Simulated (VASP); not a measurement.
# Si2Ge (P-4n2) in VASP: a series of runs

Si2Ge is run at these levels: PBE; tasks: single point.

Everything below comes from runs of VASP 6.6.1. Logs are shortened: lines on timing, memory, paths and dates and some standing lists are left out, and cuts for length are marked.

### Step 1. The cell of the first run

It takes space group P-4n2 (No. 118, tetragonal). The conventional cell has a = 6.086 Å, b = 6.086 Å, c = 2.985 Å, α = 90.00°, β = 90.00°, γ = 90.00°. Within 3.1 Å of Si (site symmetry 2) lie 3 Si at 2.34 to 2.98 Å and 2 Ge at 2.48 Å. Within 3.3 Å of Ge (site symmetry -4) lie 8 Si at 2.48 to 3.26 Å and 2 Ge at 2.98 Å.

### Step 2. Single point, PBE

Input file INCAR:

```
SYSTEM = Si2Ge
PREC     = Accurate       ! precision mode
ENCUT    = 520            ! plane-wave cutoff, eV
EDIFF    = 1E-6           ! SCF threshold, eV
ISMEAR   = 0              ! smearing method
SIGMA    = 0.1            ! smearing width, eV
LREAL    = .FALSE.        ! projectors in reciprocal space
LASPH    = .TRUE.         ! aspherical terms in the spheres
NELM     = 60             ! most SCF steps
ALGO     = Normal         ! electronic algorithm
ISIF     = 2              ! what is computed and relaxed
LWAVE    = .FALSE.        ! write WAVECAR
LCHARG   = .TRUE.         ! write CHGCAR
GGA      = PE             ! functional
LELF     = .TRUE.         ! ELF
LVHAR    = .TRUE.       
NBANDS   = 31             ! bands
```

Input file KPOINTS:

```
regular mesh
0
G
  4 4 4
  0 0 0
```

Input file POSCAR:

```
Si2Ge
1.0
    6.0860223241      0.0000000000      0.0000000000
    0.0000000000      6.0860223241      0.0000000000
    0.0000000000      0.0000000000      2.9847684113
Si Ge
4 2
Direct
    0.1358663832      0.3641336168      0.2500000000
    0.8641336168      0.6358663832      0.2500000000
    0.3641336168      0.8641336168      0.7500000000
    0.6358663832      0.1358663832      0.7500000000
    0.5000000000      0.5000000000      0.0000000000
    0.0000000000      0.0000000000      0.5000000000
```

Potentials or basis: VASP PAW PBE potentials, release 64 (Si, Ge_d).

Started as:

```sh
$ cat potpaw_PBE.64/Si/POTCAR potpaw_PBE.64/Ge_d/POTCAR > POTCAR
$ mpirun -np 1 vasp_std > vasp.out
```

OUTCAR:

```text
SYSTEM = Si2Ge
   PREC = Accurate
   ENCUT = 520
   EDIFF = 1E-6
   ISMEAR = 0
   LREAL = .FALSE.
   LASPH = .TRUE.
   NELM = 60
   ISIF = 2
   GGA = PE

 ion  position               nearest neighbor table
   1  0.136  0.364  0.250-   2 2.34   5 2.48   6 2.48
   2  0.864  0.636  0.250-   1 2.34   5 2.48   6 2.48
   3  0.364  0.864  0.750-   4 2.34   5 2.48   6 2.48
   4  0.636  0.136  0.750-   3 2.34   5 2.48   6 2.48
   5  0.500  0.500  0.000-   1 2.48   2 2.48   3 2.48   4 2.48
   6  0.000  0.000  0.500-   1 2.48   2 2.48   3 2.48   4 2.48

  LATTYP: Found a simple tetragonal cell.
 ALAT       =     6.0860223241
 C/A-ratio  =     0.4904300793

  Lattice vectors:

 A1 = (   6.0860223241,   0.0000000000,   0.0000000000)
 A2 = (   0.0000000000,   6.0860223241,   0.0000000000)
 A3 = (   0.0000000000,   0.0000000000,   2.9847684113)

Analysis of symmetry for initial positions (statically):
=====================================================================
 Subroutine PRICEL returns:
 Original cell was already a primitive cell.

 Routine SETGRP: Setting up the symmetry group for a
 simple tetragonal supercell.

 Subroutine GETGRP returns: Found  8 space group operations
 (whereof  4 operations were pure point group operations)
 out of a pool of 16 trial point group operations.

The static configuration has the point symmetry S_4 .
 The point group associated with its full space group is D_2d.

Analysis of symmetry for dynamics (positions and initial velocities):
=====================================================================
 Subroutine PRICEL returns:
 Original cell was already a primitive cell.

 Routine SETGRP: Setting up the symmetry group for a
 simple tetragonal supercell.

 Subroutine GETGRP returns: Found  8 space group operations
 (whereof  4 operations were pure point group operations)
 out of a pool of 16 trial point group operations.

The dynamic configuration has the point symmetry S_4 .
 The point group associated with its full space group is D_2d.

 Subroutine INISYM returns: Found  8 space group operations
 (whereof  4 operations are pure point group operations),
 and found     1 'primitive' translations

----------------------------------------------------------------------------------------

                                     Primitive cell

  volume of cell :     110.5548

  direct lattice vectors                    reciprocal lattice vectors
     6.086022324  0.000000000  0.000000000     0.164310932  0.000000000  0.000000000
     0.000000000  6.086022324  0.000000000     0.000000000  0.164310932  0.000000000
     0.000000000  0.000000000  2.984768411     0.000000000  0.000000000  0.335034369

  length of vectors
     6.086022324  6.086022324  2.984768411     0.164310932  0.164310932  0.335034369

  position of ions in fractional coordinates (direct lattice)
     0.135866383  0.364133617  0.250000000
     0.864133617  0.635866383  0.250000000
     0.364133617  0.864133617  0.750000000
     0.635866383  0.135866383  0.750000000
     0.500000000  0.500000000  0.000000000
     0.000000000  0.000000000  0.500000000

  ion indices of the primitive-cell ions
   primitive index   ion index
                 1           1
                 2           2
                 3           3
                 4           4
                 5           5
                 6           6

----------------------------------------------------------------------------------------

 KPOINTS: regular mesh

Automatic generation of k-mesh.
 Grid dimensions read from file:
 generate k-points for:    4    4    4

 Generating k-lattice:

  Cartesian coordinates                     Fractional coordinates (reciprocal lattice)
     0.041077733  0.000000000  0.000000000     0.250000000  0.000000000  0.000000000
     0.000000000  0.041077733  0.000000000     0.000000000  0.250000000  0.000000000
     0.000000000  0.000000000  0.083758592     0.000000000  0.000000000  0.250000000

  Length of vectors
     0.041077733  0.041077733  0.083758592

  Shift w.r.t. Gamma in fractional coordinates (k-lattice)
     0.000000000  0.000000000  0.000000000

 Subroutine IBZKPT returns following result:
 ===========================================

 Found     18 irreducible k-points:

 Following reciprocal coordinates:
            Coordinates               Weight
  0.000000  0.000000  0.000000      1.000000
  0.250000  0.000000  0.000000      4.000000
  0.500000  0.000000  0.000000      2.000000
  0.250000  0.250000  0.000000      4.000000
  0.500000  0.250000  0.000000      4.000000
  0.500000  0.500000  0.000000      1.000000
[... 10 lines left out ...]
  0.500000  0.250000  0.500000      4.000000
  0.500000  0.500000  0.500000      1.000000
   k-points           NKPTS =     18   k-points in BZ     NKDIM =     18   number of bands    NBANDS=     31
   number of dos      NEDOS =    301   number of ions     NIONS =      6
   total plane-waves  NPLWV =  55296
   dimension x,y,z NGX =    48 NGY =   48 NGZ =   24
   dimension x,y,z NGXF=    96 NGYF=   96 NGZF=   48
   ions per type =               4   2
   NGX,Y,Z   is equivalent  to a cutoff of  13.11, 13.11, 13.37 a.u.
   NGXF,Y,Z  is equivalent  to a cutoff of  26.22, 26.22, 26.74 a.u.
 SYSTEM =  Si2Ge
   PREC   = accura    normal or accurate (medium, high low for compatibility)
   ISTART =      0    job   : 0-new  1-cont  2-samecut
   ICHARG =      2    charge: 1-file 2-atom 10-const
   ISPIN  =      1    spin polarized calculation?
   LNONCOLLINEAR =      F non collinear calculations
   LSORBIT =      F    spin-orbit coupling
   LASPH  =      T    aspherical Exc in radial PAW
   ENCUT  =  520.0 eV  38.22 Ry    6.18 a.u.  11.32 11.32  5.55*2*pi/ulx,y,z
   NELM   =     60;   NELMIN=  2; NELMDL= -5     # of ELM steps
   EDIFF  = 0.1E-05   stopping-criterion for ELM
   LREAL  =      F    real-space projection
   EDIFFG = 0.1E-04   stopping-criterion for IOM
   NSW    =      0    number of steps for IOM
   IBRION =     -1    ionic relax: 0-MD 1-quasi-New 2-CG
   NFREE  =      0    steps in history (QN), initial steepest desc. (CG)
   ISIF   =      2    stress and relaxation
   ISYM   =      2    0-nonsym 1-usesym 2-fastsym
   POTIM  = 0.5000    time-step for ionic-motion
   TEBEG  =    0.0;   TEEND  =   0.0 temperature during run
   PSTRESS=    0.0 pullay stress
   NELECT =      44.0000    total number of electrons
   NUPDOWN=      -1.0000    fix difference up-down
   EMIN   =  10.00;   EMAX   =-10.00  energy-range for DOS
   EFERMI =   0.00;   METHOD = LEGACY
   ISMEAR =     0;   SIGMA  =   0.10  broadening in eV -4-tet -1-fermi 0-gaus
   EFERMI_NEDOS =   21; number of points for ismear=-14 and -15
   IALGO  =     38    algorithm
   IMIX   =      4    mixing-type and parameters
     AMIX     =   0.40;   BMIX     =  1.00
     AMIX_MAG =   1.60;   BMIX_MAG =  1.00
  volume/ion in A,a.u.               =      18.43       124.34
  Fermi-wavevector in a.u.,A,eV,Ry     =   1.204203  2.275614 19.729885  1.450106
  Thomas-Fermi vector in A             =   2.339935
   LORBIT       =      0    0 simple, 1 ext, 2 COOP (PROOUT), +10 PAW based schemes
   GGA     = PE    functional components
   LHFCALC =     F    Hartree Fock is set to
   AEXX    =    0.0000 exact exchange contribution
   IVDW    =     0    specifies the selected vdW correction
   LEPSILON=     F    determine dielectric tensor
   LRPA    =     F    only Hartree local field effects (RPA)
 non-spin polarized calculation
 Gauss-broadening in eV      SIGMA  =   0.10
  energy-cutoff  :      520.00
  volume of cell :      110.55
 maximum number of plane-waves:      3002
 NGX is ok and might be reduce to    48
   NGX = 23   NGY = 23   NGZ = 11

 number of electron      43.9999991 magnetization

 Free energy of the ion-electron system (eV)
  ---------------------------------------------------
  ext. energy  EPLUGINS =         0.00000000
  ---------------------------------------------------
  free energy    TOTEN  =       -27.85632046 eV

  energy without entropy =      -27.85158638  energy(sigma->0) =      -27.85395342

 E-fermi :   6.7819     XC(G=0): -10.4716

 val. band max:        6.7078799181   @ k =   0.5000   0.2500   0.2500
 cond. band min:       6.8506972122   @ k =   0.5000   0.5000   0.5000
 fundamental gap:      0.1428172942
 Fermi energy:         6.7819487427

 k-point     1 :       0.0000    0.0000    0.0000
  band No.  band energies     occupation
      1     -17.7724      2.00000
      2     -17.7717      2.00000
      3     -17.6959      2.00000
      4     -17.6908      2.00000
      5     -17.6887      2.00000
      6     -17.6887      2.00000
[... 23 lines left out ...]
     30      12.9183      0.00000
     31      13.0474      0.00000

 k-point     2 :       0.2500    0.0000    0.0000
  band No.  band energies     occupation
      1     -17.7723      2.00000
      2     -17.7718      2.00000
      3     -17.6951      2.00000
      4     -17.6915      2.00000
      5     -17.6886      2.00000
      6     -17.6886      2.00000
[... 23 lines left out ...]
     30      12.1004      0.00000
     31      13.3451      0.00000

 k-point     3 :       0.5000    0.0000    0.0000
  band No.  band energies     occupation
      1     -17.7720      2.00000
      2     -17.7720      2.00000
      3     -17.6933      2.00000
      4     -17.6933      2.00000
      5     -17.6884      2.00000
      6     -17.6884      2.00000
[... 23 lines left out ...]
     30      11.5062      0.00000
     31      13.4434      0.00000

 k-point     4 :       0.2500    0.2500    0.0000
  band No.  band energies     occupation
      1     -17.7722      2.00000
      2     -17.7719      2.00000
      3     -17.6945      2.00000
      4     -17.6920      2.00000
      5     -17.6887      2.00000
      6     -17.6884      2.00000
[... 431 lines left out ...]
     30      10.6844      0.00000
     31      11.3567      0.00000

 k-point    17 :       0.5000    0.2500    0.5000
  band No.  band energies     occupation
      1     -17.7231      2.00000
      2     -17.7231      2.00000
      3     -17.7227      2.00000
      4     -17.7227      2.00000
      5     -17.6886      2.00000
      6     -17.6878      2.00000
[... 23 lines left out ...]
     30      10.4369      0.00000
     31      11.4558      0.00000

 k-point    18 :       0.5000    0.5000    0.5000
  band No.  band energies     occupation
      1     -17.7232      2.00000
      2     -17.7232      2.00000
      3     -17.7226      2.00000
      4     -17.7226      2.00000
      5     -17.6888      2.00000
      6     -17.6876      2.00000
[... 23 lines left out ...]
     30       9.6752      0.00000
     31      10.8742      0.00000

------------------------ aborting loop because EDIFF is reached ----------------------------------------

  FORCE on cell =-STRESS in cart. coord.  units (eV):
  Direction    XX          YY          ZZ          XY          YZ          ZX
  --------------------------------------------------------------------------------------
  -------------------------------------------------------------------------------------
  Total       -0.0163339     -0.0163339     -0.0578735      0.0000000     -0.0000000      0.0000000
  in kB       -0.2367133     -0.2367133     -0.8387118      0.0000000     -0.0000000      0.0000000
  external PRESSURE =      -0.4373795 kB  Pullay stress =       0.0000000 kB

 VOLUME and BASIS-vectors are now :
 -----------------------------------------------------------------------------
  energy-cutoff  :      520.00
  volume of cell :      110.55
      direct lattice vectors                 reciprocal lattice vectors
     6.086022324  0.000000000  0.000000000     0.164310932  0.000000000  0.000000000
     0.000000000  6.086022324  0.000000000     0.000000000  0.164310932  0.000000000
     0.000000000  0.000000000  2.984768411     0.000000000  0.000000000  0.335034369

 POSITION                                       TOTAL-FORCE (eV/Angst)
 -----------------------------------------------------------------------------------
      0.82689      2.21613      0.74619        -0.004902      0.004902      0.000000
      5.25914      3.86990      0.74619         0.004902     -0.004902     -0.000000
      2.21613      5.25914      2.23858         0.004902      0.004902     -0.000000
      3.86990      0.82689      2.23858        -0.004902     -0.004902     -0.000000
      3.04301      3.04301      0.00000        -0.000000     -0.000000     -0.000000
      0.00000      0.00000      1.49238         0.000000      0.000000     -0.000000
 -----------------------------------------------------------------------------------
    total drift:                               -0.000000     -0.000000      0.000000

  FREE ENERGIE OF THE ION-ELECTRON SYSTEM (eV)
  ---------------------------------------------------
  free  energy   TOTEN  =       -27.8563204600 eV

  energy  without entropy=      -27.8515863840  energy(sigma->0) =      -27.85395342
```

Wall time 52 s (1 thread of Intel Xeon Platinum 8259CL at 2.50GHz (Skylake/Cascade Lake), shared host); peak memory 0.24 GiB.

Results:

| Quantity | Value |
| --- | --- |
| Free energy | -27.8563 eV |
| Pressure | 0.0 GPa |
| Largest force | 0.007 eV/Å |
| Band gap on the k mesh | zero (band 22 reaches 10.17 eV, above the bottom of band 23 at 5.64 eV) |

Forces in eV/Å, atoms in the order of the input:
```
Si  -0.005  0.005  0.000
Si   0.005 -0.005  0.000
Si   0.005  0.005  0.000
Si  -0.005 -0.005  0.000
Ge   0.000  0.000  0.000
Ge   0.000  0.000  0.000
```

Caveat: the k points lie up to 0.53 Å⁻¹ apart.

(Continued in part 2 of 2.)
